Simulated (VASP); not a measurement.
Wanted: the native input for a VASP 6.6.1 run.

| Property | Result |
| --- | --- |
| Task | single point |
| Functional | PBEsol |
| Potentials or basis | VASP PAW PBE potentials, release 64 (Ti_sv, S) |
| Cutoff | 520 eV |
| k mesh | 6 × 6 × 6 |
| Occupations | methfessel-paxton, width 0.05 eV |
| Spin | no spin polarisation |
| Dipole correction | no |
| Further INCAR settings | ALGO = Normal; EDIFF = 1e-07; NBANDS = 32 |

The structure of Ti3S2 lies in POSCAR:

```
Ti3S2
1.0
    2.6577248674      1.5344432724      3.1715275773
   -2.6577248674      1.5344432724      3.1715275773
    0.0000000000     -3.0688767490      3.1715275773
Ti S
3 2
Direct
    0.3356500000      0.6643400000      0.0000000000
    0.6643400000      0.0000000000      0.3356500000
    0.0000000000      0.3356500000      0.6643400000
    0.8321600000      0.8321600000      0.8321600000
    0.1678400000      0.1678400000      0.1678400000
```

These files were run (other wordings do the same):

INCAR

```
PREC     = Accurate       # precision mode
ENCUT    = 520            # plane-wave cutoff, eV
EDIFF    = 1E-7           # SCF threshold, eV
ISMEAR   = 1              # smearing method
SIGMA    = 0.05           # smearing width, eV
LREAL    = F              # projectors in reciprocal space
LASPH    = T              # aspherical terms in the spheres
NELM     = 80             # most SCF steps
ALGO     = Normal         # electronic algorithm
ISIF     = 2              # what is computed and relaxed
LWAVE    = F              # write WAVECAR
LCHARG   = T              # write CHGCAR
GGA      = PS             # functional
LELF     = T              # ELF
LVHAR    = T            
NBANDS   = 32             # bands
```

KPOINTS

```
Automatic mesh
0
Gamma
  6 6 6
```

Potentials or basis: VASP PAW PBE potentials, release 64 (Ti_sv, S).

Run with:

```console
$ cat potpaw_PBE.64/Ti_sv/POTCAR potpaw_PBE.64/S/POTCAR > POTCAR
$ mpirun -np 1 vasp_std > vasp.out
```

It gave:

| Quantity | Value |
| --- | --- |
| Pressure | 4.3 GPa |
| Largest force | 0.127 eV/Å |
| Band gap on the k mesh | zero (bands 24 and 25 overlap by 0.22 eV) |

Caveat: the cell stands under pressure; the PAW data sets were made with another functional, which shifts forces and pressure a little.

Wall time 2 min on 1 thread of AMD EPYC 9R45 96-Core Processor (Zen 5), on a shared host, peak memory 0.21 GiB.
